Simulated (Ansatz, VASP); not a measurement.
**Two plane-wave programs on TiC**

```
Ti C
1.0
     0.00000    2.09908    2.09908
     2.09908    0.00000    2.09908
     2.09908    2.09908    0.00000
Ti C
1 1
Direct
  0.00000 0.00000 0.00000
  0.50000 0.50000 0.50000
```

Change from the starting cell: strain -0.030 along x and y, -0.030 along z, atoms carried along.

Alike in both runs: task single point; functional PBEsol; k mesh 18 × 18 × 18; occupations gaussian, width 0.15 eV; no spin polarisation.

```csv
,VASP,Ansatz
version,VASP 6.6.1,Ansatz 0.2.0
potentials or method,"VASP PAW PBE potentials, release 64 (Ti_sv, C), cutoff 520 eV","scalar-relativistic, plane waves, PAW"
valence electrons in the cell,16,16
```

```csv
,VASP,Ansatz,Ansatz less VASP
gap on the k mesh at the Fermi level (eV),none,none,-
pressure (GPa),20.7,20.5,-0.20
```

VASP's potentials were made for PBE, not for PBEsol. A gap of «none» marks a metal or a gap that the smearing closes. The functional is the same, so the differences come from potentials, cutoffs and numerics.
